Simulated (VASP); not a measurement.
# InSb (Cmcm) in VASP: further runs, part 2 of 2

VASP 6.6.1. Earlier steps stand in the parts before.

### 4 Single point, PBE

Contents of INCAR:

```
SYSTEM = InSb
PREC = Accurate ; ENCUT = 520
EDIFF = 1E-6 ; ISMEAR = 0
SIGMA = 0.1 ; LREAL = .False.
LASPH = .True. ; NELM = 100
ALGO = Fast ; ISIF = 2
LWAVE = .False. ; LCHARG = .False.
GGA = PE ; NBANDS = 26
```

Contents of KPOINTS:

```
regular mesh
0
Gamma
  16 16 12
  0 0 0
```

Contents of POSCAR:

```
InSb
1.0
    3.0633140000     -3.0813730000      0.0000000000
    3.0633140000      3.0813730000      0.0000000000
    0.0000000000      0.0000000000      6.1268940000
In Sb
2 2
Direct
    0.2794110000      0.7205890000      0.2500000000
    0.7205890000      0.2794110000      0.7500000000
    0.7772050000      0.2227950000      0.2500000000
    0.2227950000      0.7772050000      0.7500000000
```

Potentials or basis: VASP PAW PBE potentials, release 64 (In_d, Sb).

The run is started by

```sh
cat potpaw_PBE.64/In_d/POTCAR potpaw_PBE.64/Sb/POTCAR > POTCAR
mpirun -np 1 vasp_std > vasp.out
```

OUTCAR:

```text
SYSTEM = InSb
   PREC = Accurate
   ENCUT = 520
   EDIFF = 1E-6
   ISMEAR = 0
   LREAL = .False.
   LASPH = .True.
   NELM = 100
   ISIF = 2
   GGA = PE

 ion  position               nearest neighbor table
   1  0.279  0.721  0.250-   3 3.06   3 3.06   3 3.07   4 3.08   4 3.08   3 3.09
   2  0.721  0.279  0.750-   4 3.06   4 3.06   4 3.07   3 3.08   3 3.08   4 3.09
   3  0.777  0.223  0.250-   1 3.06   1 3.06   1 3.07   2 3.08   2 3.08   1 3.09
   4  0.223  0.777  0.750-   2 3.06   2 3.06   2 3.07   1 3.08   1 3.08   2 3.09

  LATTYP: Found a base centered orthorhombic cell.
 ALAT       =     6.1266280000
 B/A-ratio  =     1.0058952494
 C/A-ratio  =     1.0000434170

  Lattice vectors:

 A1 = (   3.0633140000,  -3.0813730000,   0.0000000000)
 A2 = (   3.0633140000,   3.0813730000,   0.0000000000)
 A3 = (   0.0000000000,   0.0000000000,   6.1268940000)

Analysis of symmetry for initial positions (statically):
=====================================================================
 Subroutine PRICEL returns:
 Original cell was already a primitive cell.

 Routine SETGRP: Setting up the symmetry group for a
 base centered orthorhombic supercell.

 Subroutine GETGRP returns: Found  8 space group operations
 (whereof  4 operations were pure point group operations)
 out of a pool of  8 trial point group operations.

The static configuration has the point symmetry C_2h.
 The point group associated with its full space group is D_2h.

Analysis of symmetry for dynamics (positions and initial velocities):
=====================================================================
 Subroutine PRICEL returns:
 Original cell was already a primitive cell.

 Routine SETGRP: Setting up the symmetry group for a
 base centered orthorhombic supercell.

 Subroutine GETGRP returns: Found  8 space group operations
 (whereof  4 operations were pure point group operations)
 out of a pool of  8 trial point group operations.

The dynamic configuration has the point symmetry C_2h.
 The point group associated with its full space group is D_2h.

 Subroutine INISYM returns: Found  8 space group operations
 (whereof  4 operations are pure point group operations),
 and found     1 'primitive' translations

----------------------------------------------------------------------------------------

                                     Primitive cell

  volume of cell :     115.6661

  direct lattice vectors                    reciprocal lattice vectors
     3.063314000 -3.081373000  0.000000000     0.163221922 -0.162265328  0.000000000
     3.063314000  3.081373000  0.000000000     0.163221922  0.162265328  0.000000000
     0.000000000  0.000000000  6.126894000     0.000000000  0.000000000  0.163214836

  length of vectors
     4.344968611  4.344968611  6.126894000     0.230155236  0.230155236  0.163214836

  position of ions in fractional coordinates (direct lattice)
     0.279411000  0.720589000  0.250000000
     0.720589000  0.279411000  0.750000000
     0.777205000  0.222795000  0.250000000
     0.222795000  0.777205000  0.750000000

  ion indices of the primitive-cell ions
   primitive index   ion index
                 1           1
                 2           2
                 3           3
                 4           4

----------------------------------------------------------------------------------------

 KPOINTS: regular mesh

Automatic generation of k-mesh.
 Grid dimensions read from file:
[... 25 lines left out ...]
  0.187500  0.000000  0.000000      4.000000
  0.250000  0.000000  0.000000      4.000000
  0.312500  0.000000  0.000000      4.000000
[... 16 lines left out ...]
 -0.125000  0.062500  0.000000      4.000000
 -0.062500  0.062500  0.000000      2.000000
 [... further k-points ...]
   k-points           NKPTS =    511   k-points in BZ     NKDIM =    511   number of bands    NBANDS=     26
   number of dos      NEDOS =    301   number of ions     NIONS =      4
   total plane-waves  NPLWV =  49152
   dimension x,y,z NGX =    32 NGY =   32 NGZ =   48
   dimension x,y,z NGXF=    64 NGYF=   64 NGZF=   96
   ions per type =               2   2
   NGX,Y,Z   is equivalent  to a cutoff of  12.24, 12.24, 13.02 a.u.
   NGXF,Y,Z  is equivalent  to a cutoff of  24.49, 24.49, 26.05 a.u.
 SYSTEM =  InSb
   PREC   = accura    normal or accurate (medium, high low for compatibility)
   ISTART =      0    job   : 0-new  1-cont  2-samecut
   ICHARG =      2    charge: 1-file 2-atom 10-const
   ISPIN  =      1    spin polarized calculation?
   LNONCOLLINEAR =      F non collinear calculations
   LSORBIT =      F    spin-orbit coupling
   LASPH  =      T    aspherical Exc in radial PAW
   ENCUT  =  520.0 eV  38.22 Ry    6.18 a.u.   8.08  8.08 11.39*2*pi/ulx,y,z
   NELM   =    100;   NELMIN=  2; NELMDL= -5     # of ELM steps
   EDIFF  = 0.1E-05   stopping-criterion for ELM
   LREAL  =      F    real-space projection
   EDIFFG = 0.1E-04   stopping-criterion for IOM
   NSW    =      0    number of steps for IOM
   IBRION =     -1    ionic relax: 0-MD 1-quasi-New 2-CG
   NFREE  =      0    steps in history (QN), initial steepest desc. (CG)
   ISIF   =      2    stress and relaxation
   ISYM   =      2    0-nonsym 1-usesym 2-fastsym
   POTIM  = 0.5000    time-step for ionic-motion
   TEBEG  =    0.0;   TEEND  =   0.0 temperature during run
   PSTRESS=    0.0 pullay stress
   NELECT =      36.0000    total number of electrons
   NUPDOWN=      -1.0000    fix difference up-down
   EMIN   =  10.00;   EMAX   =-10.00  energy-range for DOS
   EFERMI =   0.00;   METHOD = LEGACY
   ISMEAR =     0;   SIGMA  =   0.10  broadening in eV -4-tet -1-fermi 0-gaus
   EFERMI_NEDOS =   21; number of points for ismear=-14 and -15
   IALGO  =     68    algorithm
   IMIX   =      4    mixing-type and parameters
     AMIX     =   0.40;   BMIX     =  1.00
     AMIX_MAG =   1.60;   BMIX_MAG =  1.00
  volume/ion in A,a.u.               =      28.92       195.14
  Fermi-wavevector in a.u.,A,eV,Ry     =   1.109448  2.096553 16.747069  1.230875
  Thomas-Fermi vector in A             =   2.245988
   LORBIT       =      0    0 simple, 1 ext, 2 COOP (PROOUT), +10 PAW based schemes
   GGA     = PE    functional components
   LHFCALC =     F    Hartree Fock is set to
   AEXX    =    0.0000 exact exchange contribution
   IVDW    =     0    specifies the selected vdW correction
   LEPSILON=     F    determine dielectric tensor
   LRPA    =     F    only Hartree local field effects (RPA)
 non-spin polarized calculation
 RMM-DIIS sequential band-by-band and
 Gauss-broadening in eV      SIGMA  =   0.10
  energy-cutoff  :      520.00
  volume of cell :      115.67
 maximum number of plane-waves:      3156
   NGX = 17   NGY = 17   NGZ = 23

 number of electron      35.9999988 magnetization

 Free energy of the ion-electron system (eV)
  ---------------------------------------------------
  ext. energy  EPLUGINS =         0.00000000
  ---------------------------------------------------
  free energy    TOTEN  =       -13.33044871 eV

  energy without entropy =      -13.31753653  energy(sigma->0) =      -13.32399262

 E-fermi :   6.6482     XC(G=0):  -9.7320

 val. band max:        6.6481728678   @ k =  -0.2500   0.1250   0.5000
 cond. band min:       6.6492432802   @ k =   0.1875   0.1875   0.5000
 fundamental gap:      0.0010704125
 Fermi energy:         6.6482078098

 k-point     1 :       0.0000    0.0000    0.0000
  band No.  band energies     occupation
      1      -7.9029      2.00000
      2      -7.7831      2.00000
      3      -7.7790      2.00000
      4      -7.7725      2.00000
      5      -7.7648      2.00000
      6      -7.7596      2.00000
[... 685 lines left out ...]
     25      12.5549      0.00000
     26      13.0393      0.00000

 [... further k-points ...]

------------------------ aborting loop because EDIFF is reached ----------------------------------------

  FORCE on cell =-STRESS in cart. coord.  units (eV):
  Direction    XX          YY          ZZ          XY          YZ          ZX
  --------------------------------------------------------------------------------------
  -------------------------------------------------------------------------------------
  Total        0.1851321      0.1634453     -0.2034172      0.0000000     -0.0000000      0.0000000
  in kB        2.5644027      2.2640023     -2.8176822      0.0000000     -0.0000000      0.0000000
  external PRESSURE =       0.6702410 kB  Pullay stress =       0.0000000 kB

 VOLUME and BASIS-vectors are now :
 -----------------------------------------------------------------------------
  energy-cutoff  :      520.00
  volume of cell :      115.67
      direct lattice vectors                 reciprocal lattice vectors
     3.063314000 -3.081373000  0.000000000     0.163221922 -0.162265328  0.000000000
     3.063314000  3.081373000  0.000000000     0.163221922  0.162265328  0.000000000
     0.000000000  0.000000000  6.126894000     0.000000000  0.000000000  0.163214836

 POSITION                                       TOTAL-FORCE (eV/Angst)
 -----------------------------------------------------------------------------------
      3.06331      1.35943      1.53172         0.000000     -0.006939      0.000000
      3.06331     -1.35943      4.59517         0.000000      0.006939     -0.000000
      3.06331     -1.70834      1.53172         0.000000      0.022968     -0.000000
      3.06331      1.70834      4.59517         0.000000     -0.022968     -0.000000
 -----------------------------------------------------------------------------------
    total drift:                               -0.000000     -0.000000     -0.000000

  FREE ENERGIE OF THE ION-ELECTRON SYSTEM (eV)
  ---------------------------------------------------
  free  energy   TOTEN  =       -13.3304487076 eV

  energy  without entropy=      -13.3175365272  energy(sigma->0) =      -13.32399262
```

OSZICAR:

```text
N       E                     dE             d eps       ncg     rms          rms(c)
DAV:   1     0.286238619638E+03    0.28624E+03   -0.15960E+04 26572   0.149E+03
DAV:   2     0.110827609900E+02   -0.27516E+03   -0.26876E+03 27304   0.360E+02
DAV:   3    -0.125613604227E+02   -0.23644E+02   -0.23215E+02 33798   0.120E+02
DAV:   4    -0.133908887638E+02   -0.82953E+00   -0.82565E+00 31430   0.242E+01
DAV:   5    -0.134327977498E+02   -0.41909E-01   -0.41904E-01 42886   0.511E+00    0.458E+00
RMM:   6    -0.133314896013E+02    0.10131E+00   -0.21441E-01 30414   0.435E+00    0.255E+00
RMM:   7    -0.133306267867E+02    0.86281E-03   -0.93631E-02 29842   0.185E+00    0.584E-01
RMM:   8    -0.133300060795E+02    0.62071E-03   -0.13351E-02 33222   0.152E+00    0.119E-01
RMM:   9    -0.133303114920E+02   -0.30541E-03   -0.35229E-03 37701   0.479E-01    0.847E-02
RMM:  10    -0.133304053554E+02   -0.93863E-04   -0.11304E-03 42288   0.337E-01    0.832E-02
RMM:  11    -0.133304286720E+02   -0.23317E-04   -0.26372E-04 42705   0.111E-01    0.125E-01
RMM:  12    -0.133304625378E+02   -0.33866E-04   -0.71608E-05 32189   0.737E-02    0.774E-02
RMM:  13    -0.133304498089E+02    0.12729E-04   -0.37578E-05 33437   0.729E-02    0.405E-02
RMM:  14    -0.133304486305E+02    0.11783E-05   -0.15632E-05 34647   0.337E-02    0.310E-02
RMM:  15    -0.133304487076E+02   -0.77037E-07   -0.56875E-06 25411   0.169E-02
   1 F= -.13330449E+02 E0= -.13323993E+02  d E =-.129122E-01
```

stdout:

```text
POSCAR found type information on POSCAR InSb
 POSCAR found :  2 types and       4 ions
 scaLAPACK will be used
 LDA part: xc-table for (Slater+PW92), standard interpolation
 POSCAR, INCAR and KPOINTS ok, starting setup
 FFT: planning ... GRIDC
 FFT: planning ... GRID_SOFT
 FFT: planning ... GRID
 WAVECAR not read
 entering main loop
```

Wall time 27 min (1 thread of Oxide Virtual Turin-like, shared host); peak memory 1.2 GiB.

Results:

```
Free energy            : -13.3304 eV
Pressure               : 0.1 GPa
Largest force          : 0.023 eV/Å
Band gap on the k mesh : zero (bands 18 and 19 overlap by 2.67 eV)
```

Forces on the atoms (eV/Å):
```
In   0.000 -0.007  0.000
In   0.000  0.007  0.000
Sb   0.000  0.023  0.000
Sb   0.000 -0.023  0.000
```

Stress tensor (GPa, compression positive):
```
 0.26  0.00  0.00
 0.00  0.23  0.00
 0.00  0.00 -0.28
```

Levels at points of the mesh, in eV from the Fermi level:
```
           k point  band 15  band 16  band 17  band 18  band 19  band 20  band 21  band 22
(0.00, 0.00, 0.00)    -2.17    -2.10    -0.48    -0.17    -0.02     0.04     3.31     5.83
(0.50, 0.00, 0.00)    -2.64    -2.49    -0.10     0.10     1.36     1.40     3.18     3.49
(0.50, 0.50, 0.00)    -3.34    -3.28    -2.10    -2.10    -2.08    -2.04     2.97     3.24
(0.00, 0.00, 0.50)    -1.28    -1.28    -1.27    -1.27     0.18     0.18     4.04     4.04
(0.50, 0.00, 0.50)     0.28     0.28     0.29     0.29     2.16     2.16     2.45     2.45
(0.50, 0.50, 0.50)    -3.54    -3.54    -3.49    -3.49     1.88     1.88     3.36     3.36
```

Caveat: spin-orbit coupling is left out, which moves the levels of the heavy elements.

### 5 Summary

```csv
level,potentials or basis,k mesh,gap on the mesh (eV),pressure (GPa),largest force (eV/Å)
LDA,"VASP PAW LDA potentials, release 64 (In_d, Sb)",10 × 10 × 8,none,-4.0,0.04
PBEsol,"VASP PAW PBE potentials, release 64 (In_d, Sb)",10 × 10 × 8,none,-2.6,0.02
PBE,"VASP PAW PBE potentials, release 64 (In_d, Sb)",16 × 16 × 12,none,0.1,0.02
```

Alike in all rows: task single point; no spin polarisation; cell as given; cutoff (eV) 520; smearing gaussian 0.1 eV.

Caveats: spin-orbit coupling is left out, which moves the levels of the heavy elements; the cell stands under tension (at least some runs); the PAW data sets were made with another functional, which shifts forces and pressure a little (at least some runs).

Total energies depend on the potentials used, so only differences within one code and one set of settings carry meaning.
